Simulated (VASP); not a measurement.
Crystal: Se.

```
Se
1.0
     2.81056    0.00000    0.00000
     0.00000    2.81056    0.00000
     0.00000    0.00000    2.81056
Se
1
Direct
  0.00000 0.00000 0.00000
```

| Item | Value |
| --- | --- |
| Program | VASP 6.6.1 |
| Task | relaxation of cell and atoms |
| Functional | RPBE |
| Potentials or basis | VASP PAW PBE potentials, release 64 (Se) |
| Cutoff | 600 eV |
| k mesh | 9 × 9 × 9 |
| Occupations | fermi-dirac, width 0.05 eV |
| Spin | no spin polarisation |

At the start: pressure 3.8 GPa; volume 22.20 Å³/atom.

**Question.** How do energy, volume and symmetry change on relaxing?

**Answer.** Over 3 steps the energy falls by 13.8 meV/atom and the volume is 23.42 Å³/atom (+5.5 %); space group Pm-3m (No. 221, to 0.05 Å).

The path:
```
step  energy change (eV)  largest force (eV/Å)  pressure (GPa)  volume (Å³)
   1              0.0000                0.0000            3.81        22.20
   2             -0.0117                0.0000           -1.30        23.94
   3             -0.0138                0.0000            0.01        23.42
```

Final structure:
```
Se
1.0
     2.86111    0.00000    0.00000
     0.00000    2.86111    0.00000
     0.00000    0.00000    2.86111
Se
1
Direct
  0.00000 0.00000 0.00000
```

Caveat: the PAW data sets were made with another functional, which shifts forces and pressure a little.
